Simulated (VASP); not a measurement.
# SnO2 (P-1) in VASP: notebook, part 3 of 3

VASP 6.6.1. The steps go on from the part before.

### Step 5. Single point, PBE+D3(BJ) (mode 4 frozen in at -0.176 Å and mode 5 at -0.109 Å (largest displacements))

Input file INCAR:

```
PREC = Accurate ; ENCUT = 520
EDIFF = 1E-6 ; ISMEAR = 0
SIGMA = 0.05 ; LREAL = F
LASPH = T ; NELM = 80
ALGO = Normal ; ISIF = 2
LWAVE = F ; LCHARG = F
GGA = PE ; IVDW = 12
NBANDS = 35
```

Input file KPOINTS:

```
Automatic mesh
0
Gamma
  8 6 6
```

Input file POSCAR:

```
SnO2
1.0
    1.6186264610     -2.8035432689      0.0000000000
    1.6186264610      0.9345144230      4.2918257460
   -4.8558793830     -2.8035432689      0.0000000000
Sn O
2 4
Direct
    0.5336087425      0.4590178198     -0.0125429783
   -0.0336087425      0.5409821802      0.5125429783
    0.4840600750      0.7460447061      0.7646400351
    1.0159399250      0.7155554097      0.2225600035
    0.4840600750      0.2844445903      0.2774399965
    1.0159399250      0.2539552939      0.7353599649
```

Potentials or basis: VASP PAW PBE potentials, release 64 (Sn_d, O).

Run with:

```console
$ cat potpaw_PBE.64/Sn_d/POTCAR potpaw_PBE.64/O/POTCAR > POTCAR
$ mpirun -np 1 vasp_std > vasp.out
```

OUTCAR:

```text
PREC = Accurate
   ENCUT = 520
   EDIFF = 1E-6
   ISMEAR = 0
   LREAL = F
   LASPH = T
   NELM = 80
   ISIF = 2
   GGA = PE
   IVDW = 12
 IVDW          = 12

 ion  position               nearest neighbor table
   1  0.534  0.459  0.987-   6 2.07   4 2.09   5 2.10   6 2.16   4 2.17   3 2.18   2 3.14   2 3.16
                             2 3.36   2 3.38
   2  0.966  0.541  0.513-   3 2.07   5 2.09   4 2.10   3 2.16   5 2.17   6 2.18   1 3.14   1 3.16
                             1 3.36   1 3.38
   3  0.484  0.746  0.765-   2 2.07   2 2.16   1 2.18
   4  0.016  0.716  0.223-   1 2.09   2 2.10   1 2.17
   5  0.484  0.284  0.277-   2 2.09   1 2.10   2 2.17
   6  0.016  0.254  0.735-   1 2.07   1 2.16   2 2.18

  LATTYP: Found a simple monoclinic cell.
 ALAT       =     4.6811363002
 B/A-ratio  =     0.6915528014
 C/A-ratio  =     1.1978045881
 COS(beta)  =    -0.3992681960

  Lattice vectors:

 A1 = (   1.6186264610,   0.9345144230,   4.2918257460)
 A2 = (  -1.6186264610,   2.8035432689,   0.0000000000)
 A3 = (  -4.8558793830,  -2.8035432689,   0.0000000000)

Analysis of symmetry for initial positions (statically):
=====================================================================
 Subroutine PRICEL returns:
 Original cell was already a primitive cell.

 Routine SETGRP: Setting up the symmetry group for a
 simple monoclinic supercell.

 Subroutine GETGRP returns: Found  2 space group operations
 (whereof  1 operations were pure point group operations)
 out of a pool of  4 trial point group operations.

The static configuration has the point symmetry C_1 .
 The point group associated with its full space group is S_2 .

Analysis of symmetry for dynamics (positions and initial velocities):
=====================================================================
 Subroutine PRICEL returns:
 Original cell was already a primitive cell.

 Routine SETGRP: Setting up the symmetry group for a
 simple monoclinic supercell.

 Subroutine GETGRP returns: Found  2 space group operations
 (whereof  1 operations were pure point group operations)
 out of a pool of  4 trial point group operations.

The dynamic configuration has the point symmetry C_1 .
 The point group associated with its full space group is S_2 .

 Subroutine INISYM returns: Found  2 space group operations
 (whereof  1 operations are pure point group operations),
 and found     1 'primitive' translations

----------------------------------------------------------------------------------------

                                     Primitive cell

  volume of cell :      77.9033

  direct lattice vectors                    reciprocal lattice vectors
     1.618626461 -2.803543269  0.000000000     0.154451942 -0.267518611  0.000000000
     1.618626461  0.934514423  4.291825746     0.000000000  0.000000000  0.233001072
    -4.855879383 -2.803543269  0.000000000    -0.154451942 -0.089172870  0.077667024

  length of vectors
     3.237252922  4.681136300  5.607086538     0.308903884  0.233001072  0.194523443

  position of ions in fractional coordinates (direct lattice)
     0.533608743  0.459017820  0.987457022
[... 40 lines left out ...]

 Following reciprocal coordinates:
            Coordinates               Weight
  0.000000  0.000000  0.000000      1.000000
  0.125000 -0.000000  0.000000      2.000000
  0.250000 -0.000000  0.000000      2.000000
  0.375000 -0.000000  0.000000      2.000000
  0.500000 -0.000000  0.000000      1.000000
  0.000000  0.166667  0.000000      2.000000
[... 16 lines left out ...]
  0.125000  0.500000  0.000000      2.000000
  0.250000  0.500000  0.000000      2.000000
 [... further k-points ...]
   k-points           NKPTS =    148   k-points in BZ     NKDIM =    148   number of bands    NBANDS=     35
   number of dos      NEDOS =    301   number of ions     NIONS =      6
   total plane-waves  NPLWV =  36288
   dimension x,y,z NGX =    24 NGY =   36 NGZ =   42
   dimension x,y,z NGXF=    48 NGYF=   72 NGZF=   84
   ions per type =               2   4
   NGX,Y,Z   is equivalent  to a cutoff of  12.32, 12.79, 12.45 a.u.
   NGXF,Y,Z  is equivalent  to a cutoff of  24.65, 25.57, 24.91 a.u.
 SYSTEM =  unknown system
   PREC   = accura    normal or accurate (medium, high low for compatibility)
   ISTART =      0    job   : 0-new  1-cont  2-samecut
   ICHARG =      2    charge: 1-file 2-atom 10-const
   ISPIN  =      1    spin polarized calculation?
   LNONCOLLINEAR =      F non collinear calculations
   LSORBIT =      F    spin-orbit coupling
   LASPH  =      T    aspherical Exc in radial PAW
   ENCUT  =  520.0 eV  38.22 Ry    6.18 a.u.   6.02  8.70 10.43*2*pi/ulx,y,z
   NELM   =     80;   NELMIN=  2; NELMDL= -5     # of ELM steps
   EDIFF  = 0.1E-05   stopping-criterion for ELM
   LREAL  =      F    real-space projection
   EDIFFG = 0.1E-04   stopping-criterion for IOM
   NSW    =      0    number of steps for IOM
   IBRION =     -1    ionic relax: 0-MD 1-quasi-New 2-CG
   NFREE  =      0    steps in history (QN), initial steepest desc. (CG)
   ISIF   =      2    stress and relaxation
   ISYM   =      2    0-nonsym 1-usesym 2-fastsym
   POTIM  = 0.5000    time-step for ionic-motion
   TEBEG  =    0.0;   TEEND  =   0.0 temperature during run
   PSTRESS=    0.0 pullay stress
   NELECT =      52.0000    total number of electrons
   NUPDOWN=      -1.0000    fix difference up-down
   EMIN   =  10.00;   EMAX   =-10.00  energy-range for DOS
   EFERMI =   0.00;   METHOD = LEGACY
   ISMEAR =     0;   SIGMA  =   0.05  broadening in eV -4-tet -1-fermi 0-gaus
   EFERMI_NEDOS =   21; number of points for ismear=-14 and -15
   IALGO  =     38    algorithm
   IMIX   =      4    mixing-type and parameters
     AMIX     =   0.40;   BMIX     =  1.00
     AMIX_MAG =   1.60;   BMIX_MAG =  1.00
  volume/ion in A,a.u.               =      12.98        87.62
  Fermi-wavevector in a.u.,A,eV,Ry     =   1.430729  2.703685 27.850916  2.046985
  Thomas-Fermi vector in A             =   2.550542
   LORBIT       =      0    0 simple, 1 ext, 2 COOP (PROOUT), +10 PAW based schemes
   GGA     = PE    functional components
   LHFCALC =     F    Hartree Fock is set to
   AEXX    =    0.0000 exact exchange contribution
   IVDW    =    12    specifies the selected vdW correction
   LEPSILON=     F    determine dielectric tensor
   LRPA    =     F    only Hartree local field effects (RPA)
 non-spin polarized calculation
 Gauss-broadening in eV      SIGMA  =   0.05
  energy-cutoff  :      520.00
  volume of cell :       77.90
 maximum number of plane-waves:      2118
   NGX = 13   NGY = 17   NGZ = 21

 number of electron      51.9999984 magnetization

 Free energy of the ion-electron system (eV)
  ---------------------------------------------------
  ext. energy  EPLUGINS =         0.00000000
  ---------------------------------------------------
  free energy    TOTEN  =       -36.11944969 eV

  energy without entropy =      -36.11944969  energy(sigma->0) =      -36.11944969

 E-fermi :   5.2487     XC(G=0): -10.7500

 val. band max:        4.9975206251   @ k =  -0.0000   0.0000   0.5000
 cond. band min:       6.2522886696   @ k =   0.0000   0.0000   0.0000
 fundamental gap:      1.2547680445
 Fermi energy:         5.2486988325

 k-point     1 :       0.0000    0.0000    0.0000
  band No.  band energies     occupation
      1     -15.8948      2.00000
      2     -15.3871      2.00000
      3     -15.1799      2.00000
      4     -15.1630      2.00000
      5     -15.1209      2.00000
      6     -15.0945      2.00000
[... 901 lines left out ...]
     34      16.5842      0.00000
     35      17.4398      0.00000

 [... further k-points ...]

------------------------ aborting loop because EDIFF is reached ----------------------------------------

 Edisp (eV)   -1.20632

 E8    (eV) :    -0.4796

  FORCE on cell =-STRESS in cart. coord.  units (eV):
  Direction    XX          YY          ZZ          XY          YZ          ZX
  --------------------------------------------------------------------------------------
  -------------------------------------------------------------------------------------
  Total       0.20440    -0.06277    -0.60010    -0.03385    -0.21897    -0.27433
  in kB       4.20367    -1.29092   -12.34181    -0.69611    -4.50335    -5.64183
  external pressure =       -3.14 kB  Pullay stress =        0.00 kB

 VOLUME and BASIS-vectors are now :
 -----------------------------------------------------------------------------
  energy-cutoff  :      520.00
  volume of cell :       77.90
      direct lattice vectors                 reciprocal lattice vectors
     1.618626461 -2.803543269  0.000000000     0.154451942 -0.267518611  0.000000000
     1.618626461  0.934514423  4.291825746     0.000000000  0.000000000  0.233001072
    -4.855879383 -2.803543269  0.000000000    -0.154451942 -0.089172870  0.077667024

 POSITION                                       TOTAL-FORCE (eV/Angst)
 -----------------------------------------------------------------------------------
     -3.18828     -3.83541      1.97002        -0.677118      1.022260      0.346760
     -0.04897     -3.64070      2.32180         0.677118     -1.022260     -0.346760
     -1.72192     -2.80360      3.20189         0.015929     -0.020524      0.029816
      0.10329      0.00005      3.07104        -0.130009      0.061164      0.035920
     -0.10329     -1.86908      1.22079         0.130009     -0.061164     -0.035920
     -3.13396     -1.86898      1.08993        -0.015929      0.020524     -0.029816
 -----------------------------------------------------------------------------------
    total drift:                                0.000000      0.000000      0.000000

  FREE ENERGIE OF THE ION-ELECTRON SYSTEM (eV)
  ---------------------------------------------------
  free  energy   TOTEN  =       -37.3257704164 eV

  energy  without entropy=      -37.3257704164  energy(sigma->0) =      -37.32577042
```

OSZICAR:

```text
N       E                     dE             d eps       ncg     rms          rms(c)
DAV:   1     0.650860177738E+03    0.65086E+03   -0.25973E+04 11267   0.231E+03
DAV:   2     0.644546854291E+02   -0.58641E+03   -0.55376E+03 11088   0.612E+02
DAV:   3    -0.366661394057E+02   -0.10112E+03   -0.99039E+02 11452   0.211E+02
DAV:   4    -0.419350345077E+02   -0.52689E+01   -0.52280E+01 12865   0.528E+01
DAV:   5    -0.420612745557E+02   -0.12624E+00   -0.12606E+00 12355   0.873E+00    0.151E+01
DAV:   6    -0.360640933458E+02    0.59972E+01   -0.17100E+01 16797   0.660E+01    0.602E+00
DAV:   7    -0.361573604669E+02   -0.93267E-01   -0.21432E+00 11222   0.849E+00    0.307E+00
DAV:   8    -0.361261082869E+02    0.31252E-01   -0.20441E-01 15508   0.400E+00    0.813E-01
DAV:   9    -0.361180795272E+02    0.80288E-02   -0.34136E-02 16424   0.278E+00    0.131E-01
DAV:  10    -0.361190447320E+02   -0.96520E-03   -0.53259E-03 11454   0.524E-01    0.945E-02
DAV:  11    -0.361194406126E+02   -0.39588E-03   -0.50417E-04 14053   0.197E-01    0.247E-02
DAV:  12    -0.361194441490E+02   -0.35364E-05   -0.57228E-05 15937   0.825E-02    0.820E-03
DAV:  13    -0.361194499336E+02   -0.57846E-05   -0.15683E-05 11531   0.254E-02    0.481E-03
DAV:  14    -0.361194496934E+02    0.24018E-06   -0.13406E-06  9436   0.151E-02
   1 F= -.37325770E+02 E0= -.37325770E+02  d E =-.155449E-14
```

stdout:

```text
POSCAR found type information on POSCAR SnO
 POSCAR found :  2 types and       6 ions
 scaLAPACK will be used
 LDA part: xc-table for (Slater+PW92), standard interpolation
 POSCAR, INCAR and KPOINTS ok, starting setup
 FFT: planning ... GRIDC
 FFT: planning ... GRID_SOFT
 FFT: planning ... GRID
 WAVECAR not read
 entering main loop
```

Wall time 8.4 min (1 thread of Oxide Virtual Turin-like, shared host); peak memory 0.38 GiB.

What came out:

- Free energy: -37.3258 eV
- Pressure: -0.3 GPa
- Largest force: 1.274 eV/Å
- Band gap on the k mesh: 1.25 eV, indirect (least direct gap 1.29 eV)
- Dispersion energy per atom: -0.201 eV

Forces in eV/Å, atoms in the order of the input:
```
Sn  -0.677  1.022  0.347
Sn   0.677 -1.022 -0.347
O    0.016 -0.021  0.030
O   -0.130  0.061  0.036
O    0.130 -0.061 -0.036
O   -0.016  0.021 -0.030
```

Caveat: the cell differs from its parent crystal (mode 4 frozen in at -0.176 Å and mode 5 at -0.109 Å (largest displacements)); spin-orbit coupling is left out, which moves the levels of the heavy elements; forces of over 1 eV/Å act on the atoms, so gaps and moduli don't describe the material at rest.

### Step 6. Single point, PBE+D3(BJ) (mode 4 frozen in at -0.440 Å and mode 5 at -0.136 Å (largest displacements))

Input file INCAR:

```
SYSTEM = SnO2
ALGO     = Normal         ! electronic algorithm
EDIFF    = 1E-7           ! SCF threshold, eV
ENCUT    = 520            ! plane-wave cutoff, eV
GGA      = PE             ! functional
ISIF     = 2              ! what is computed and relaxed
ISMEAR   = 0              ! smearing method
IVDW     = 12             ! dispersion correction
LASPH    = .True.         ! aspherical terms in the spheres
LCHARG   = .False.        ! write CHGCAR
LREAL    = .False.        ! projectors in reciprocal space
LWAVE    = .False.        ! write WAVECAR
NBANDS   = 35             ! bands
NELM     = 80             ! most SCF steps
PREC     = Accurate       ! precision mode
SIGMA    = 0.05           ! smearing width, eV
```

Input file KPOINTS:

```
k-points
0
Gamma
  8 6 6
  0 0 0
```

Input file POSCAR:

```
SnO2
1.0
    1.6186264610     -2.8035432689      0.0000000000
    1.6186264610      0.9345144230      4.2918257460
   -4.8558793830     -2.8035432689      0.0000000000
Sn O
2 4
Direct
    0.5420109282      0.3975445496     -0.0313574457
   -0.0420109282      0.6024554504      0.5313574457
    0.4800750937      0.7689116785      0.7962000588
    1.0199249063      0.6926884373      0.1909999798
    0.4800750937      0.3073115627      0.3090000202
    1.0199249063      0.2310883215      0.7037999412
```

Potentials or basis: VASP PAW PBE potentials, release 64 (Sn_d, O).

Run with:

```console
$ cat potpaw_PBE.64/Sn_d/POTCAR potpaw_PBE.64/O/POTCAR > POTCAR
$ mpirun -np 1 vasp_std > vasp.out
```

It took 11 min on 1 thread of Oxide Virtual Turin-like, shared host; peak memory 0.39 GiB.

Results (log left out):

* Free energy: -36.8645 eV
* Pressure: -5.8 GPa
* Largest force: 1.774 eV/Å
* Band gap on the k mesh: 0.46 eV, indirect (least direct gap 0.60 eV)
* Dispersion energy per atom: -0.201 eV

Forces in eV/Å, atoms in the order of the input:
```
Sn  -1.306  0.780  0.913
Sn   1.306 -0.780 -0.913
O    0.427  0.217  0.054
O   -0.378  0.113 -0.380
O    0.378 -0.113  0.380
O   -0.427 -0.217 -0.054
```

Stress tensor (GPa, compression positive):
```
-4.14 -0.84 -0.62
-0.84 -4.07  0.00
-0.62  0.00 -9.23
```

Levels at points of the mesh, in eV from the valence-band top:
```
           k point  band 23  band 24  band 25  band 26  band 27  band 28  band 29  band 30
(0.00, 0.00, 0.00)    -1.07    -0.99    -0.85    -0.14     0.46     3.31     5.46     6.80
(0.50, 0.00, 0.00)    -1.33    -1.04    -0.48    -0.35     3.90     4.22     7.18     7.23
(0.00, 0.50, 0.00)    -1.30    -1.24    -1.10    -0.65     2.81     3.68     5.78     7.28
(0.50, 0.50, 0.00)    -1.44    -1.39    -0.47    -0.32     4.49     4.63     7.00     7.30
(0.00, 0.00, 0.50)    -1.49    -0.99    -0.69     0.00     2.67     3.24     6.30     6.94
(0.50, 0.00, 0.50)    -1.39    -1.38    -1.09    -0.86     3.88     3.91     6.88     7.24
(0.00, 0.50, 0.50)    -1.54    -0.83    -0.67    -0.55     3.21     3.85     6.14     6.74
(0.50, 0.50, 0.50)    -0.84    -0.82    -0.51    -0.40     3.64     3.92     5.58     5.79
```

Caveat: the cell differs from its parent crystal (mode 4 frozen in at -0.440 Å and mode 5 at -0.136 Å (largest displacements)); spin-orbit coupling is left out, which moves the levels of the heavy elements; forces of over 1 eV/Å act on the atoms, so gaps and moduli don't describe the material at rest.
